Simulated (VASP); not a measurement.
Pt:

```
Pt
1.0
     0.00000    2.11232    2.11232
     2.11232    0.00000    2.11232
     2.11232    2.11232    0.00000
Pt
1
Direct
  0.00000 0.00000 0.00000
```

```yaml
Program: VASP 6.6.1
Task: relaxation of cell and atoms
Functional: LDA
Potentials_or_basis: VASP PAW LDA potentials, release 64 (Pt)
Cutoff: 600 eV
k_mesh: 12 × 12 × 12
Occupations: fermi-dirac, width 0.15 eV
Spin: no spin polarisation
Hubbard_terms: Pt d U = 3.5 eV
```

At the start: pressure -39.9 GPa; volume 18.85 Å³/atom.

Where does the relaxation end?

Over 10 steps the energy falls by 796.6 meV/atom and the volume is 14.19 Å³/atom (-24.7 %); space group Fm-3m (No. 225, to 0.05 Å).

Step by step:
```
step  energy change (eV)  largest force (eV/Å)  pressure (GPa)  volume (Å³)
   1              0.0000                0.0000          -39.90        18.85
   2              4.6029                0.0000          506.78         8.72
   3             -0.4231                0.0000          -34.21        17.05
   4             -0.6436                0.0000          -25.53        15.88
   5             -0.7730                0.0000           13.89        13.62
   6             -0.7954                0.0000           -2.76        14.32
   7             -0.7966                0.0000           -0.18        14.19
   8             -0.7962                0.0000            1.68        14.11
   9             -0.7942                0.0000           -3.99        14.38
  10             -0.7966                0.0000            0.00        14.19
```

Final structure:
```
Pt
1.0
     0.00000    1.92139    1.92139
     1.92139    0.00000    1.92139
     1.92139    1.92139    0.00000
Pt
1
Direct
  0.00000 0.00000 0.00000
```

Caveat: the electronic state changed during the relaxation; the volume moved by over 15 % at a fixed basis, so the end points are rough; the volume moved by -25 % from the deposited cell, more than functionals usually miss; U without spin polarisation on a metal has little footing; the U is typed as a test and isn't derived for this compound.
